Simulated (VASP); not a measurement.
# As in VASP: single point with LDA

Aim: the single point of As with LDA.

All numbers are computed with VASP 6.6.1; they aren't measurements. Logs are shortened: lines on timing, memory, paths and dates and some standing lists are left out, and cuts for length are marked.

### Step 1. The cell of the first run

The cell holds a slab with vacuum, 2 atoms: a = 3.575 Å, b = 3.575 Å, c = 26.416 Å, α = 90.00°, β = 90.00°, γ = 120.00°.

### Step 2. Single point, LDA

Contents of INCAR:

```
  PREC = Accurate
  ENCUT = 400
  EDIFF = 1E-6
  ISMEAR = 0
  SIGMA = 0.01
  LREAL = False
  LASPH = True
  NELM = 120
  ALGO = Normal
  ISIF = 2
  LWAVE = False
  LCHARG = False
  LDIPOL = True
  IDIPOL = 3
  DIPOL = 0.5 0.5 0.347
  NBANDS = 22
  GGA_COMPAT = False
  NELMDL = -8
```

Contents of KPOINTS:

```
regular mesh
0
Gamma
  6 6 1
```

Contents of POSCAR:

```
As
1.0
    3.5749013640      0.0000000000      0.0000000000
   -1.7874506820      3.0959553972      0.0000000000
    0.0000000000      0.0000000000     26.4156438000
As
2
Direct
    0.3333333333      0.6666666667      0.3206195636
    0.6666666667      0.3333333333      0.3724478490
```

Potentials or basis: VASP PAW LDA potentials, release 64 (As_d).

Started as:

```sh
cat potpaw_LDA.64/As_d/POTCAR > POTCAR
mpirun -np 1 vasp_std > vasp.out
```

OUTCAR:

```text
PREC = Accurate
   ENCUT = 400
   EDIFF = 1E-6
   ISMEAR = 0
   LREAL = False
   LASPH = True
   NELM = 120
   ISIF = 2
   NELMDL = -8

 ion  position               nearest neighbor table
   1  0.333  0.667  0.321-   2 2.48   2 2.48   2 2.48
   2  0.667  0.333  0.372-   1 2.48   1 2.48   1 2.48

  LATTYP: Found a hexagonal cell.
 ALAT       =     3.5749013640
 C/A-ratio  =     7.3891951442

  Lattice vectors:

 A1 = (   3.5749013640,   0.0000000000,   0.0000000000)
 A2 = (  -1.7874506820,   3.0959553972,   0.0000000000)
 A3 = (   0.0000000000,   0.0000000000,  26.4156438000)

Analysis of symmetry for initial positions (statically):
=====================================================================
 Subroutine PRICEL returns:
 Original cell was already a primitive cell.

 Routine SETGRP: Setting up the symmetry group for a
 hexagonal supercell.

 Subroutine GETGRP returns: Found 12 space group operations
 (whereof  6 operations were pure point group operations)
 out of a pool of 24 trial point group operations.

The static configuration has the point symmetry C_3v.
 The point group associated with its full space group is D_3d.

Analysis of symmetry for dynamics (positions and initial velocities):
=====================================================================
 Subroutine PRICEL returns:
 Original cell was already a primitive cell.

 Routine SETGRP: Setting up the symmetry group for a
 hexagonal supercell.

 Subroutine GETGRP returns: Found 12 space group operations
 (whereof  6 operations were pure point group operations)
 out of a pool of 24 trial point group operations.

The dynamic configuration has the point symmetry C_3v.
 The point group associated with its full space group is D_3d.

 Subroutine INISYM returns: Found 12 space group operations
 (whereof  6 operations are pure point group operations),
 and found     1 'primitive' translations

----------------------------------------------------------------------------------------

                                     Primitive cell

  volume of cell :     292.3613

  direct lattice vectors                    reciprocal lattice vectors
     3.574901364  0.000000000  0.000000000     0.279727998  0.161501035  0.000000000
    -1.787450682  3.095955397  0.000000000     0.000000000  0.323002069  0.000000000
     0.000000000  0.000000000 26.415643800     0.000000000  0.000000000  0.037856355

  length of vectors
     3.574901364  3.574901364 26.415643800     0.323002069  0.323002069  0.037856355

  position of ions in fractional coordinates (direct lattice)
     0.333333333  0.666666667  0.320619564
     0.666666667  0.333333333  0.372447849

  ion indices of the primitive-cell ions
   primitive index   ion index
                 1           1
                 2           2

----------------------------------------------------------------------------------------

 KPOINTS: regular mesh

Automatic generation of k-mesh.
 Grid dimensions read from file:
 generate k-points for:    6    6    1

 Generating k-lattice:

  Cartesian coordinates                     Fractional coordinates (reciprocal lattice)
     0.046621333  0.026916839  0.000000000     0.166666667  0.000000000  0.000000000
     0.000000000  0.053833678  0.000000000     0.000000000  0.166666667  0.000000000
     0.000000000  0.000000000  0.037856355     0.000000000  0.000000000  1.000000000

  Length of vectors
     0.053833678  0.053833678  0.037856355

  Shift w.r.t. Gamma in fractional coordinates (k-lattice)
     0.000000000  0.000000000  0.000000000

 Subroutine IBZKPT returns following result:
 ===========================================

 Found      7 irreducible k-points:

 Following reciprocal coordinates:
            Coordinates               Weight
  0.000000  0.000000  0.000000      1.000000
  0.166667 -0.000000  0.000000      6.000000
  0.333333 -0.000000  0.000000      6.000000
  0.500000 -0.000000  0.000000      3.000000
  0.166667  0.166667  0.000000      6.000000
  0.333333  0.166667  0.000000     12.000000
  0.333333  0.333333  0.000000      2.000000
   k-points           NKPTS =      7   k-points in BZ     NKDIM =      7   number of bands    NBANDS=     22
   number of dos      NEDOS =    301   number of ions     NIONS =      2
   total plane-waves  NPLWV = 103680
   dimension x,y,z NGX =    24 NGY =   24 NGZ =  180
   dimension x,y,z NGXF=    48 NGYF=   48 NGZF=  360
   ions per type =               2
   NGX,Y,Z   is equivalent  to a cutoff of  11.16, 11.16, 11.33 a.u.
   NGXF,Y,Z  is equivalent  to a cutoff of  22.32, 22.32, 22.66 a.u.
 SYSTEM =  unknown system
   PREC   = accura    normal or accurate (medium, high low for compatibility)
   ISTART =      0    job   : 0-new  1-cont  2-samecut
   ICHARG =      2    charge: 1-file 2-atom 10-const
   ISPIN  =      1    spin polarized calculation?
   LNONCOLLINEAR =      F non collinear calculations
   LSORBIT =      F    spin-orbit coupling
   LASPH  =      T    aspherical Exc in radial PAW
   ENCUT  =  400.0 eV  29.40 Ry    5.42 a.u.   5.83  5.83 43.08*2*pi/ulx,y,z
   NELM   =    120;   NELMIN=  2; NELMDL= -8     # of ELM steps
   EDIFF  = 0.1E-05   stopping-criterion for ELM
   LREAL  =      F    real-space projection
   EDIFFG = 0.1E-04   stopping-criterion for IOM
   NSW    =      0    number of steps for IOM
   IBRION =     -1    ionic relax: 0-MD 1-quasi-New 2-CG
   NFREE  =      0    steps in history (QN), initial steepest desc. (CG)
   ISIF   =      2    stress and relaxation
   ISYM   =      2    0-nonsym 1-usesym 2-fastsym
   POTIM  = 0.5000    time-step for ionic-motion
   TEBEG  =    0.0;   TEEND  =   0.0 temperature during run
   PSTRESS=    0.0 pullay stress
   NELECT =      30.0000    total number of electrons
   NUPDOWN=      -1.0000    fix difference up-down
   EMIN   =  10.00;   EMAX   =-10.00  energy-range for DOS
   EFERMI =   0.00;   METHOD = LEGACY
   ISMEAR =     0;   SIGMA  =   0.01  broadening in eV -4-tet -1-fermi 0-gaus
   EFERMI_NEDOS =   21; number of points for ismear=-14 and -15
   IALGO  =     38    algorithm
   IMIX   =      4    mixing-type and parameters
     AMIX     =   0.40;   BMIX     =  1.00
     AMIX_MAG =   1.60;   BMIX_MAG =  1.00
  volume/ion in A,a.u.               =     146.18       986.48
  Fermi-wavevector in a.u.,A,eV,Ry     =   0.766435  1.448352  7.992367  0.587422
  Thomas-Fermi vector in A             =   1.866773
   LORBIT       =      0    0 simple, 1 ext, 2 COOP (PROOUT), +10 PAW based schemes
   GGA     = CA    functional components
   LHFCALC =     F    Hartree Fock is set to
   AEXX    =    0.0000 exact exchange contribution
   IVDW    =     0    specifies the selected vdW correction
   LEPSILON=     F    determine dielectric tensor
   LRPA    =     F    only Hartree local field effects (RPA)
 non-spin polarized calculation
 Gauss-broadening in eV      SIGMA  =   0.01
  energy-cutoff  :      400.00
  volume of cell :      292.36
 maximum number of plane-waves:      5330
 NGX is ok and might be reduce to    24
   NGX = 11   NGY = 11   NGZ = 87

 dipolmoment           0.000000      0.000000      0.000001 electrons x Angstroem

 number of electron      30.0000015 magnetization

 dipolmoment           0.000000      0.000000     -0.000001 electrons x Angstroem

 Free energy of the ion-electron system (eV)
  ---------------------------------------------------
  ext. energy  EPLUGINS =         0.00000000
  ---------------------------------------------------
  free energy    TOTEN  =       -10.43237781 eV

  energy without entropy =      -10.43237781  energy(sigma->0) =      -10.43237781

 E-fermi :  -4.3627     XC(G=0):  -2.1621

 val. band max:       -4.4278338494   @ k =   0.0000   0.0000   0.0000
 cond. band min:      -2.8418327882   @ k =   0.3333  -0.0000   0.0000
 fundamental gap:      1.5860010612
 Fermi energy:        -4.3626510294

 k-point     1 :       0.0000    0.0000    0.0000
  band No.  band energies     occupation
      1     -39.6535      2.00000
      2     -39.6535      2.00000
      3     -39.6086      2.00000
      4     -39.6086      2.00000
      5     -39.5627      2.00000
      6     -39.5306      2.00000
[... 14 lines left out ...]
     21       1.3911      0.00000
     22       1.6808      0.00000

 k-point     2 :       0.1667   -0.0000    0.0000
  band No.  band energies     occupation
      1     -39.6526      2.00000
      2     -39.6449      2.00000
      3     -39.6066      2.00000
      4     -39.6021      2.00000
      5     -39.5613      2.00000
      6     -39.5350      2.00000
[... 14 lines left out ...]
     21       1.8164      0.00000
     22       2.1145      0.00000

 k-point     3 :       0.3333   -0.0000    0.0000
  band No.  band energies     occupation
      1     -39.6506      2.00000
      2     -39.6260      2.00000
      3     -39.5980      2.00000
      4     -39.5860      2.00000
      5     -39.5581      2.00000
      6     -39.5474      2.00000
[... 14 lines left out ...]
     21       3.0120      0.00000
     22       3.3722      0.00000

 k-point     4 :       0.5000   -0.0000    0.0000
  band No.  band energies     occupation
      1     -39.6494      2.00000
      2     -39.6182      2.00000
      3     -39.5782      2.00000
      4     -39.5689      2.00000
      5     -39.5654      2.00000
      6     -39.5626      2.00000
[... 14 lines left out ...]
     21       4.2320      0.00000
     22       4.5686      0.00000

 k-point     5 :       0.1667    0.1667    0.0000
  band No.  band energies     occupation
      1     -39.6517      2.00000
      2     -39.6291      2.00000
      3     -39.6022      2.00000
      4     -39.5917      2.00000
      5     -39.5582      2.00000
      6     -39.5446      2.00000
[... 14 lines left out ...]
     21       2.5943      0.00000
     22       2.9660      0.00000

 k-point     6 :       0.3333    0.1667    0.0000
  band No.  band energies     occupation
      1     -39.6506      2.00000
      2     -39.6110      2.00000
      3     -39.5891      2.00000
      4     -39.5751      2.00000
      5     -39.5628      2.00000
      6     -39.5552      2.00000
[... 14 lines left out ...]
     21       4.1102      0.00000
     22       4.4538      0.00000

 k-point     7 :       0.3333    0.3333    0.0000
  band No.  band energies     occupation
      1     -39.6508      2.00000
      2     -39.5896      2.00000
      3     -39.5896      2.00000
      4     -39.5805      2.00000
      5     -39.5578      2.00000
      6     -39.5578      2.00000
[... 14 lines left out ...]
     21       4.5529      0.00000
     22       5.4034      0.00000

------------------------ aborting loop because EDIFF is reached ----------------------------------------

 vacuum level on the upper side and lower side of the slab       (xc-potential included)        -0.007        -0.007

  FORCE on cell =-STRESS in cart. coord.  units (eV):
  Direction    XX          YY          ZZ          XY          YZ          ZX
  --------------------------------------------------------------------------------------
  -------------------------------------------------------------------------------------
  Total       -0.7324281     -0.7324281     -0.1220776      0.0000000      0.0000000      0.0000000
  in kB       -4.0137989     -4.0137989     -0.6690006      0.0000000      0.0000000      0.0000000
  external PRESSURE =      -2.8988661 kB  Pullay stress =       0.0000000 kB

 VOLUME and BASIS-vectors are now :
 -----------------------------------------------------------------------------
  energy-cutoff  :      400.00
  volume of cell :      292.36
      direct lattice vectors                 reciprocal lattice vectors
     3.574901364  0.000000000  0.000000000     0.279727998  0.161501035  0.000000000
    -1.787450682  3.095955397  0.000000000     0.000000000  0.323002069  0.000000000
     0.000000000  0.000000000 26.415643800     0.000000000  0.000000000  0.037856355

 POSITION                                       TOTAL-FORCE (eV/Angst)
 -----------------------------------------------------------------------------------
     -0.00000      2.06397      8.46937        -0.000000      0.000000      0.036517
      1.78745      1.03199      9.83845         0.000000     -0.000000     -0.036517
 -----------------------------------------------------------------------------------
    total drift:                                0.000000     -0.000000     -0.000752

  FREE ENERGIE OF THE ION-ELECTRON SYSTEM (eV)
  ---------------------------------------------------
  free  energy   TOTEN  =       -10.4323778145 eV

  energy  without entropy=      -10.4323778145  energy(sigma->0) =      -10.43237781

 vacuum level on the upper side and lower side of the slab         1.229         1.229
```

It took 28 s on 1 thread of AMD EPYC 9R45 (Zen 5), shared host; peak memory 0.2 GiB.

Results:

```
Free energy            : -10.4324 eV
Largest force          : 0.037 eV/Å
Band gap on the k mesh : 1.59 eV (least direct gap 1.93 eV)
```

Forces in eV/Å, atoms in the order of the input:
```
As   0.000  0.000  0.037
As   0.000  0.000 -0.037
```
